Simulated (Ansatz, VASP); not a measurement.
CaS in VASP and in Ansatz

INCAR

```
SYSTEM = CaS
PREC = Accurate
ENCUT = 500
EDIFF = 1E-6
ISMEAR = -1
SIGMA = 0.01
LREAL = .False.
LASPH = .True.
NELM = 120
ALGO = Normal
ISIF = 2
LWAVE = .False.
LCHARG = .True.
GGA = PE
LELF = .True.
LVHAR = .True.
NBANDS = 15
GGA_COMPAT = .False.
```

Contents of KPOINTS:

```
Automatic mesh
0
Gamma
  7 7 7
  0 0 0
```

The input POSCAR:

```
CaS
1.0
    0.0000000000      2.8664969333      2.8664969333
    2.8664969333      0.0000000000      2.8664969333
    2.8664969333      2.8664969333      0.0000000000
Ca S
1 1
Direct
    0.0000000000      0.0000000000      0.0000000000
    0.5000000000      0.5000000000      0.5000000000
```

Input for Ansatz:

```yaml
crystal:
  lattice:
    - [0.0, 2.8664969333, 2.8664969333]
    - [2.8664969333, 0.0, 2.8664969333]
    - [2.8664969333, 2.8664969333, 0.0]
  atoms:
    - { symbol: Ca, position: [0.0, 0.0, 0.0] }
    - { symbol: S, position: [0.5, 0.5, 0.5] }
kpoints:
  mp_grid: { grid: [7, 7, 7] }
scf:
  occupations: { method: fermi_dirac, width: 0.01 }
hamiltonian:
  xc: pbe
  pseudopotentials: { kind: all_electron, lapw: { basis_error: 0.00025 } }
output:
  forces: true
  stress: true
  eigenvalues: true
```

Change from the starting cell: volume scaled by 1.025.

Alike in both runs: task single point; functional PBE; k mesh 7 × 7 × 7; occupations fermi-dirac, width 0.01 eV; no spin polarisation.

```csv
,VASP,Ansatz
version,VASP 6.6.1,Ansatz 0.2.0
potentials or method,"VASP PAW PBE potentials, release 64 (Ca_sv, S), cutoff 500 eV","all-electron LAPW, scalar-relativistic"
```

Ansatz gave:

| Quantity | Value |
| --- | --- |
| gap on the k mesh at the Fermi level (eV) | 2.47 |
| pressure (GPa) | -0.6 |

Question: What did VASP give for the same quantities?

Answer: gap on the k mesh at the Fermi level (eV): 2.47; pressure (GPa): -0.5.

Ansatz ran all-electron here, and VASP with PAW potentials.
